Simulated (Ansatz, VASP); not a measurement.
# One calculation of InP, two programs

File INCAR:

```
PREC = Accurate
ENCUT = 520
EDIFF = 1E-6
ISMEAR = -1
SIGMA = 0.05
LREAL = F
LASPH = T
NELM = 150
ALGO = Normal
ISIF = 2
LWAVE = F
LCHARG = F
LNONCOLLINEAR = T
MAGMOM = 0 0 0 0 0 0
LORBIT = 11
LSORBIT = T
GGA_COMPAT = F
LORBMOM = T
GGA = PS
NBANDS = 30
```

File KPOINTS:

```
regular mesh
0
Gamma
  8 8 8
```

Contents of POSCAR:

```
InP
1.0
    0.0000000000      2.9305000000      2.9305000000
    2.9305000000      0.0000000000      2.9305000000
    2.9305000000      2.9305000000      0.0000000000
In P
1 1
Direct
    0.0000000000      0.0000000000      0.0000000000
    0.7500000000      0.7500000000      0.7500000000
```

File input.yaml:

```yaml
crystal:
  lattice:
    - [0.0, 2.9305, 2.9305]
    - [2.9305, 0.0, 2.9305]
    - [2.9305, 2.9305, 0.0]
  atoms:
    - { symbol: In, position: [0.0, 0.0, 0.0] }
    - { symbol: P, position: [0.75, 0.75, 0.75] }
hamiltonian:
  xc: pbesol
  pseudopotentials: { kind: paw_fr }
magnetization:
  noncollinear: true
  spin_orbit: true
kpoints:
  mp_grid: { grid: [8, 8, 8] }
  band_path:
    path:
      - [[0.0, 0.0, 0.0], [0.5, 0.0, 0.5], [0.5, 0.25, 0.75], [0.375, 0.375, 0.75], [0.0, 0.0, 0.0], [0.5, 0.5, 0.5], [0.625, 0.25, 0.625], [0.5, 0.25, 0.75], [0.5, 0.5, 0.5], [0.375, 0.375, 0.75]]
      - [[0.625, 0.25, 0.625], [0.5, 0.0, 0.5]]
    npoints: 14
scf:
  occupations: { method: fermi_dirac, width: 0.05 }
  n_extra_bands: 6
output:
  forces: true
  stress: true
  eigenvalues: true
  fatbands: false
```

Alike in both runs: functional PBEsol; k mesh 8 × 8 × 8; occupations fermi-dirac, width 0.05 eV; non-collinear spin, spin-orbit coupling.

```csv
,VASP,Ansatz
version,VASP 6.6.1,Ansatz 0.2.0
potentials or method,"VASP PAW PBE potentials, release 64 (In_d, P)",Ansatz PAW
plane-wave cutoff (eV),520,420
valence electrons in the cell,18,18
task,single point,band structure
```

```tsv
	VASP	Ansatz	Ansatz less VASP
pressure (GPa)	0.5	0.5	-0.02
net moment per atom (μB)	0.00	0.00	0.000
```

VASP's potentials were made for PBE, not for PBEsol. With one functional, cell and mesh, what is left measures potentials, basis and numerics.
